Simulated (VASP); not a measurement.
# BaTiO3 (Pm-3m) in VASP: single point with r2SCAN

Aim: the single point of BaTiO3 with r2SCAN.

All numbers are computed with VASP 6.6.1; they aren't measurements. Logs are shortened: lines on timing, memory, paths and dates and some standing lists are left out, and cuts for length are marked.

## Step 1: The cell of the first run

The structure is cubic, space group Pm-3m (No. 221). The conventional cell has a = 3.948 Å, b = 3.948 Å, c = 3.948 Å, α = 90.00°, β = 90.00°, γ = 90.00°. Within 3.7 Å of Ba (site symmetry m-3m) lie 12 O at 2.79 Å and 8 Ti at 3.42 Å. Within 2.6 Å of Ti (site symmetry m-3m) lie 6 O at 1.97 Å. O (site symmetry 4/mmm) has 2 Ti at 1.97 Å within 2.6 Å. Within 2.6 Å of O (site symmetry 4/mmm) lie 2 Ti at 1.97 Å.

## Step 2: Single point, r2SCAN, collinear spin, zero start

POSCAR

```
BaTiO3
1.0
   -3.9477112000     -3.9477112000      0.0000000000
   -3.9477112000      3.9477112000      0.0000000000
    0.0000000000      0.0000000000     -3.9477112000
Ba Ti O
2 2 6
Direct
    0.0000000000      0.0000000000      0.0000000000
    0.5000000000      0.5000000000      0.0000000000
    0.0000000000      0.5000000000      0.5000000000
    0.5000000000      0.0000000000      0.5000000000
    0.0000000000      0.5000000000      0.0000000000
    0.5000000000      0.0000000000      0.0000000000
    0.7500000000      0.2500000000      0.5000000000
    0.2500000000      0.7500000000      0.5000000000
    0.7500000000      0.7500000000      0.5000000000
    0.2500000000      0.2500000000      0.5000000000
```

INCAR.step1

```
SYSTEM = BaTiO3
PREC     = Accurate       ! precision mode
ENCUT    = 520            ! plane-wave cutoff, eV
ISMEAR   = 1              ! smearing method
SIGMA    = 0.1246         ! smearing width, eV
LREAL    = .FALSE.        ! projectors in reciprocal space
LASPH    = .TRUE.         ! aspherical terms in the spheres
NELM     = 150            ! most SCF steps
ISPIN    = 2              ! spin polarisation
MAGMOM   = 0 0 0 0 0 0 0 0 0 0 ! initial moments
LMAXMIX  = 4              ! l up to which the mixer works
NBANDS   = 55             ! bands
GGA      = PE             ! functional
ALGO     = Normal         ! electronic algorithm
EDIFF    = 1E-4           ! SCF threshold, eV
LWAVE    = .TRUE.         ! write WAVECAR
LCHARG   = .FALSE.        ! write CHGCAR
```

INCAR.step2

```
SYSTEM = BaTiO3
PREC     = Accurate       ! precision mode
ENCUT    = 520            ! plane-wave cutoff, eV
EDIFF    = 1E-6           ! SCF threshold, eV
ISMEAR   = 1              ! smearing method
SIGMA    = 0.1246         ! smearing width, eV
LREAL    = .FALSE.        ! projectors in reciprocal space
LASPH    = .TRUE.         ! aspherical terms in the spheres
NELM     = 150            ! most SCF steps
ALGO     = Normal         ! electronic algorithm
ISIF     = 2              ! what is computed and relaxed
LWAVE    = .FALSE.        ! write WAVECAR
LCHARG   = .FALSE.        ! write CHGCAR
ISPIN    = 2              ! spin polarisation
MAGMOM   = 0 0 0 0 0 0 0 0 0 0 ! initial moments
LORBIT   = 11             ! projections on sites
LMAXMIX  = 4              ! l up to which the mixer works
METAGGA  = R2SCAN         ! meta-GGA
LMIXTAU  = .TRUE.       
NBANDS   = 55             ! bands
ISTART   = 1
```

KPOINTS

```
regular mesh
0
G
  4 4 6
  0 0 0
```

Potentials or basis: VASP PAW PBE potentials, release 64 (Ba_sv, Ti_sv, O).

Run with:

```bash
cat potpaw_PBE.64/Ba_sv/POTCAR potpaw_PBE.64/Ti_sv/POTCAR potpaw_PBE.64/O/POTCAR > POTCAR
cp INCAR.step1 INCAR
mpirun -np 1 vasp_std > vasp.out
cp INCAR.step2 INCAR
mpirun -np 1 vasp_std > vasp.out
```

OUTCAR:

```text
SYSTEM = BaTiO3
   PREC = Accurate
   ENCUT = 520
   EDIFF = 1E-6
   ISMEAR = 1
   LREAL = .FALSE.
   LASPH = .TRUE.
   NELM = 150
   ISIF = 2
   ISPIN = 2
   LORBIT = 11
   METAGGA = R2SCAN
   ISTART = 1

 ion  position               nearest neighbor table
   1  0.000  0.000  0.000-   5 2.79   6 2.79   7 2.79   8 2.79   9 2.79  10 2.79   7 2.79   8 2.79
                             9 2.79  10 2.79   5 2.79   6 2.79   3 3.42   4 3.42   3 3.42   3 3.42
   2  0.500  0.500  0.000-   5 2.79   6 2.79   7 2.79   8 2.79   9 2.79  10 2.79   7 2.79   8 2.79
                             9 2.79  10 2.79   6 2.79   5 2.79   3 3.42   4 3.42   4 3.42   3 3.42
   3  0.000  0.500  0.500-   5 1.97   7 1.97   8 1.97   9 1.97  10 1.97   5 1.97   1 3.42   1 3.42
                             2 3.42   2 3.42   1 3.42   1 3.42   2 3.42   2 3.42
   4  0.500  0.000  0.500-   6 1.97   7 1.97   8 1.97   9 1.97  10 1.97   6 1.97   1 3.42   1 3.42
                             2 3.42   2 3.42   2 3.42   2 3.42   1 3.42   1 3.42
   5  0.000  0.500  0.000-   3 1.97   3 1.97   1 2.79   2 2.79   1 2.79   2 2.79
   6  0.500  0.000  0.000-   4 1.97   4 1.97   1 2.79   2 2.79   2 2.79   1 2.79
   7  0.750  0.250  0.500-   3 1.97   4 1.97   1 2.79   2 2.79   1 2.79   2 2.79
   8  0.250  0.750  0.500-   3 1.97   4 1.97   1 2.79   2 2.79   1 2.79   2 2.79
   9  0.750  0.750  0.500-   3 1.97   4 1.97   1 2.79   2 2.79   1 2.79   2 2.79
  10  0.250  0.250  0.500-   3 1.97   4 1.97   1 2.79   2 2.79   1 2.79   2 2.79

  LATTYP: Found a simple tetragonal cell.
 ALAT       =     5.5829067194
 C/A-ratio  =     0.7071067812

  Lattice vectors:

 A1 = (  -3.9477112000,  -3.9477112000,   0.0000000000)
 A2 = (  -3.9477112000,   3.9477112000,   0.0000000000)
 A3 = (   0.0000000000,   0.0000000000,  -3.9477112000)

Analysis of symmetry for initial positions (statically):
=====================================================================
 Subroutine PRICEL returns following result:

  LATTYP: Found a simple cubic cell.
 ALAT       =     3.9477112000
[... 12 lines left out ...]
 Subroutine GETGRP returns: Found 16 space group operations
 (whereof 16 operations were pure point group operations)
 out of a pool of 16 trial point group operations.

The static configuration has the point symmetry D_4h.

Analysis of symmetry for dynamics (positions and initial velocities):
=====================================================================
 Subroutine PRICEL returns following result:

  LATTYP: Found a simple cubic cell.
 ALAT       =     3.9477112000
[... 12 lines left out ...]
 Subroutine GETGRP returns: Found 16 space group operations
 (whereof 16 operations were pure point group operations)
 out of a pool of 16 trial point group operations.

The dynamic configuration has the point symmetry D_4h.

Analysis of structural, dynamic, and magnetic symmetry:
=====================================================================
 Subroutine PRICEL returns following result:

  LATTYP: Found a simple cubic cell.
 ALAT       =     3.9477112000
[... 12 lines left out ...]
 Subroutine GETGRP returns: Found 16 space group operations
 (whereof 16 operations were pure point group operations)
 out of a pool of 16 trial point group operations.

The overall configuration has the point symmetry D_4h.

 Subroutine INISYM returns: Found 16 space group operations
 (whereof 16 operations are pure point group operations),
 and found     2 'primitive' translations

----------------------------------------------------------------------------------------

                                     Primitive cell

  volume of cell :      61.5228

  direct lattice vectors                    reciprocal lattice vectors
     0.000000000 -3.947711200  0.000000000     0.000000000 -0.253311336  0.000000000
    -3.947711200  0.000000000  0.000000000    -0.253311336  0.000000000  0.000000000
     0.000000000  0.000000000 -3.947711200     0.000000000  0.000000000 -0.253311336

  length of vectors
     3.947711200  3.947711200  3.947711200     0.253311336  0.253311336  0.253311336

  position of ions in fractional coordinates (direct lattice)
     0.000000000  0.000000000  0.000000000
     0.500000000  0.500000000  0.500000000
     0.500000000  0.500000000  0.000000000
     0.500000000  0.000000000  0.500000000
     0.000000000  0.500000000  0.500000000

  ion indices of the primitive-cell ions
   primitive index   ion index
                 1           1
                 2           3
                 3           5
                 4           7
                 5           9

----------------------------------------------------------------------------------------

 KPOINTS: regular mesh

Automatic generation of k-mesh.
 Grid dimensions read from file:
 generate k-points for:    4    4    6
[... 56 lines left out ...]
   ICHARG =      0    charge: 1-file 2-atom 10-const
   ISPIN  =      2    spin polarized calculation?
   LNONCOLLINEAR =      F non collinear calculations
   LSORBIT =      F    spin-orbit coupling
   LASPH  =      T    aspherical Exc in radial PAW
   ENCUT  =  520.0 eV  38.22 Ry    6.18 a.u.  10.38 10.38  7.34*2*pi/ulx,y,z
   NELM   =    150;   NELMIN=  2; NELMDL=  0     # of ELM steps
   EDIFF  = 0.1E-05   stopping-criterion for ELM
   LREAL  =      F    real-space projection
   EDIFFG = 0.1E-04   stopping-criterion for IOM
   NSW    =      0    number of steps for IOM
   IBRION =     -1    ionic relax: 0-MD 1-quasi-New 2-CG
   NFREE  =      0    steps in history (QN), initial steepest desc. (CG)
   ISIF   =      2    stress and relaxation
   ISYM   =      2    0-nonsym 1-usesym 2-fastsym
   POTIM  = 0.5000    time-step for ionic-motion
   TEBEG  =    0.0;   TEEND  =   0.0 temperature during run
   PSTRESS=    0.0 pullay stress
   NELECT =      80.0000    total number of electrons
   NUPDOWN=      -1.0000    fix difference up-down
   EMIN   =  10.00;   EMAX   =-10.00  energy-range for DOS
   EFERMI =   0.00;   METHOD = LEGACY
   ISMEAR =     1;   SIGMA  =   0.12  broadening in eV -4-tet -1-fermi 0-gaus
   EFERMI_NEDOS =   21; number of points for ismear=-14 and -15
   IALGO  =     38    algorithm
   IMIX   =      4    mixing-type and parameters
     AMIX     =   0.40;   BMIX     =  1.00
     AMIX_MAG =   1.60;   BMIX_MAG =  1.00
  volume/ion in A,a.u.               =      12.30        83.04
  Fermi-wavevector in a.u.,A,eV,Ry     =   1.418239  2.680083 27.366788  2.011402
  Thomas-Fermi vector in A             =   2.539385
   LORBIT       =     11    0 simple, 1 ext, 2 COOP (PROOUT), +10 PAW based schemes
   METAGGA = R2SCAN    functional components
   LHFCALC =     F    Hartree Fock is set to
   AEXX    =    0.0000 exact exchange contribution
   IVDW    =     0    specifies the selected vdW correction
   LEPSILON=     F    determine dielectric tensor
   LRPA    =     F    only Hartree local field effects (RPA)
 spin polarized calculation
 Methfessel and Paxton  Order N= 1 SIGMA  =   0.12
  energy-cutoff  :      520.00
  volume of cell :      123.05
 maximum number of plane-waves:      3348
 NGX is ok and might be reduce to    42
   NGX = 21   NGY = 21   NGZ = 15

 number of electron      79.9999960 magnetization      -0.0000001

 number of electron      79.9999960 magnetization       0.0000005

 Free energy of the ion-electron system (eV)
  ---------------------------------------------------
  ext. energy  EPLUGINS =         0.00000000
  ---------------------------------------------------
  free energy    TOTEN  =      -148.30365889 eV

  energy without entropy =     -148.30603932  energy(sigma->0) =     -148.30445237

 E-fermi :   3.9175     XC(G=0): -12.1565

 val. band max:        3.8584354402   @ k =   0.0000   0.0000   0.5000
 cond. band min:       6.0876991610   @ k =   0.0000   0.0000   0.0000
 fundamental gap:      2.2292637207
 Fermi energy:         3.9175302220

 spin component 1

 k-point     1 :       0.0000    0.0000    0.0000
  band No.  band energies     occupation
      1     -54.8292      1.00000
      2     -54.8264      1.00000
      3     -30.0804      1.00000
      4     -30.0804      1.00000
      5     -30.0138      1.00000
      6     -30.0132      1.00000
[... 1309 lines left out ...]
     51      12.6178      0.00000
     52      12.6178      0.00000
 Fermi energy:         3.9175302220

 spin component 2

 k-point     1 :       0.0000    0.0000    0.0000
  band No.  band energies     occupation
      1     -54.8292      1.00000
      2     -54.8264      1.00000
      3     -30.0804      1.00000
      4     -30.0804      1.00000
      5     -30.0138      1.00000
      6     -30.0132      1.00000
[... 1309 lines left out ...]
     51      12.6178      0.00000
     52      12.6178      0.00000
 [bands above 52 left out]

------------------------ aborting loop because EDIFF is reached ----------------------------------------

  FORCE on cell =-STRESS in cart. coord.  units (eV):
  Direction    XX          YY          ZZ          XY          YZ          ZX
  --------------------------------------------------------------------------------------
  -------------------------------------------------------------------------------------
  Total        6.9696610      6.9696610      6.9518948      0.0000000      0.0000000      0.0000000
  in kB       90.7519824     90.7519824     90.5206489      0.0000000      0.0000000      0.0000000
  external PRESSURE =      90.6748713 kB  Pullay stress =       0.0000000 kB

 VOLUME and BASIS-vectors are now :
 -----------------------------------------------------------------------------
  energy-cutoff  :      520.00
  volume of cell :      123.05
      direct lattice vectors                 reciprocal lattice vectors
    -3.947711200 -3.947711200  0.000000000    -0.126655668 -0.126655668  0.000000000
    -3.947711200  3.947711200  0.000000000    -0.126655668  0.126655668  0.000000000
     0.000000000  0.000000000 -3.947711200     0.000000000  0.000000000 -0.253311336

 POSITION                                       TOTAL-FORCE (eV/Angst)
 -----------------------------------------------------------------------------------
      0.00000      0.00000      0.00000        -0.000000      0.000000     -0.000000
     -3.94771      0.00000      0.00000        -0.000000      0.000000      0.000000
     -1.97386      1.97386     -1.97386         0.000000     -0.000000      0.000000
     -1.97386     -1.97386     -1.97386         0.000000     -0.000000     -0.000000
     -1.97386      1.97386      0.00000         0.000000     -0.000000     -0.000000
     -1.97386     -1.97386      0.00000        -0.000000      0.000000     -0.000000
     -3.94771     -1.97386     -1.97386        -0.000000     -0.000000     -0.000000
     -3.94771      1.97386     -1.97386         0.000000      0.000000     -0.000000
     -5.92157      0.00000     -1.97386        -0.000000     -0.000000      0.000000
     -1.97386      0.00000     -1.97386         0.000000      0.000000     -0.000000
 -----------------------------------------------------------------------------------
    total drift:                               -0.000000      0.000000     -0.000000

  FREE ENERGIE OF THE ION-ELECTRON SYSTEM (eV)
  ---------------------------------------------------
  free  energy   TOTEN  =      -148.3036588903 eV

  energy  without entropy=     -148.3060393220  energy(sigma->0) =     -148.30445237

 total charge

# of ion       s       p       d       tot
------------------------------------------
    1        2.022   5.679   0.334   8.035
    2        2.022   5.679   0.334   8.035
    3        2.217   6.297   1.673  10.187
    4        2.217   6.297   1.673  10.187
    5        1.570   3.521   0.000   5.091
    6        1.570   3.521   0.000   5.091
    7        1.570   3.521   0.000   5.091
    8        1.570   3.521   0.000   5.091
    9        1.570   3.521   0.000   5.091
   10        1.570   3.521   0.000   5.091
--------------------------------------------------
tot         17.898  45.078   4.014  66.990

 magnetization (x)

# of ion       s       p       d       tot
------------------------------------------
    1        0.000  -0.000   0.000   0.000
    2        0.000  -0.000   0.000   0.000
    3        0.000   0.000   0.000   0.000
    4        0.000   0.000   0.000   0.000
    5        0.000  -0.000   0.000  -0.000
    6        0.000  -0.000   0.000  -0.000
    7        0.000  -0.000   0.000  -0.000
    8        0.000  -0.000   0.000  -0.000
    9        0.000  -0.000   0.000  -0.000
   10        0.000  -0.000   0.000  -0.000
--------------------------------------------------
tot          0.000  -0.000   0.000   0.000
```

Run time: 11 min. Hardware: 1 thread of Intel Xeon 6975P-C (Granite Rapids), shared host; peak memory 0.44 GiB.

What came out:

| Item | Value |
| --- | --- |
| Free energy | -148.3037 eV |
| Pressure | 9.1 GPa |
| Band gap on the k mesh | 2.23 eV |
| Net moment | 0.00 μB per cell |
| Valence electrons inside the program's atomic spheres | Ba 8.04; Ti 10.19; O 5.09 |

Levels at points of the mesh, in eV from the valence-band top:
Spin up:
```csv
k point,band 36,band 37,band 38,band 39,band 40,band 41,band 42,band 43,band 44,band 45
"(0.00, 0.00, 0.00)",-0.86,-0.12,-0.12,-0.11,-0.10,2.23,2.23,2.23,4.09,4.09
"(0.50, 0.00, 0.00)",-1.07,-0.96,-0.96,-0.48,-0.48,3.20,3.20,3.33,3.33,3.61
"(0.50, 0.50, 0.00)",-1.88,-0.75,-0.75,-0.75,-0.75,2.40,2.40,4.08,4.08,4.08
"(0.00, 0.00, 0.50)",-0.75,-0.75,0.00,0.00,0.00,2.40,4.08,4.08,4.48,4.82
"(0.50, 0.00, 0.50)",-0.97,-0.62,-0.62,-0.53,-0.53,3.85,3.85,4.31,4.31,4.34
"(0.50, 0.50, 0.50)",-0.86,-0.86,-0.86,-0.10,-0.10,4.09,4.09,4.09,4.09,4.55
```
Spin down:
| k point | band 36 | band 37 | band 38 | band 39 | band 40 | band 41 | band 42 | band 43 | band 44 | band 45 |
| --- | --- | --- | --- | --- | --- | --- | --- | --- | --- | --- |
| (0.00, 0.00, 0.00) | -0.86 | -0.12 | -0.12 | -0.11 | -0.10 | 2.23 | 2.23 | 2.23 | 4.09 | 4.09 |
| (0.50, 0.00, 0.00) | -1.07 | -0.96 | -0.96 | -0.48 | -0.48 | 3.20 | 3.20 | 3.33 | 3.33 | 3.61 |
| (0.50, 0.50, 0.00) | -1.88 | -0.75 | -0.75 | -0.75 | -0.75 | 2.40 | 2.40 | 4.08 | 4.08 | 4.08 |
| (0.00, 0.00, 0.50) | -0.75 | -0.75 | 0.00 | 0.00 | 0.00 | 2.40 | 4.08 | 4.08 | 4.48 | 4.82 |
| (0.50, 0.00, 0.50) | -0.97 | -0.62 | -0.62 | -0.53 | -0.53 | 3.85 | 3.85 | 4.31 | 4.31 | 4.34 |
| (0.50, 0.50, 0.50) | -0.86 | -0.86 | -0.86 | -0.10 | -0.10 | 4.09 | 4.09 | 4.09 | 4.09 | 4.55 |

Caveat: the cell stands under pressure; the PAW data sets were made with another functional, which shifts forces and pressure a little; spin-orbit coupling is left out, which moves the levels of the heavy elements.
